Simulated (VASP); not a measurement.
Set up this calculation in VASP 6.6.1, as the native input.

* Task: single point
* Functional: PBEsol
* Potentials or basis: VASP PAW PBE potentials, release 64 (Ti_sv)
* Cutoff: 520 eV
* k mesh: 16 × 16 × 10
* Occupations: gaussian, width 0.1 eV
* Spin: no spin polarisation
* Dipole correction: no
* Further INCAR settings: ALGO = Normal; EDIFF = 1e-06; NBANDS = 19

The structure of Ti lies in POSCAR:

```
Ti
1.0
    2.9011081129      0.0000000000      0.0000000000
   -1.4505540564      2.5124333249      0.0000000000
    0.0000000000      0.0000000000      4.5879492827
Ti
2
Direct
    0.3333333333      0.6666666667      0.2500000000
    0.6666666667      0.3333333333      0.7500000000
```

One way to write it, as run:

INCAR

```
SYSTEM = Ti
ALGO = Normal ; EDIFF = 1E-6
ENCUT = 520 ; GGA = PS
ISIF = 2 ; ISMEAR = 0
LASPH = .True. ; LCHARG = .False.
LREAL = .False. ; LWAVE = .False.
NBANDS = 19 ; NELM = 100
PREC = Accurate ; SIGMA = 0.1
```

KPOINTS

```
k-points
0
Gamma
  16 16 10
  0 0 0
```

Potentials or basis: VASP PAW PBE potentials, release 64 (Ti_sv).

Command:

```console
$ cat potpaw_PBE.64/Ti_sv/POTCAR > POTCAR
$ mpirun -np 1 vasp_std > vasp.out
```

It gave:

| Property | Result |
| --- | --- |
| Pressure | -0.2 GPa |
| Band gap on the k mesh | zero (bands 12 and 13 overlap by 1.08 eV) |

Caveat: the PAW data sets were made with another functional, which shifts forces and pressure a little.

It took 68 s on 1 thread of Intel(R) Xeon(R) Platinum 8259CL CPU @ 2.50GHz (Skylake/Cascade Lake), on a shared host, peak memory 0.22 GiB.
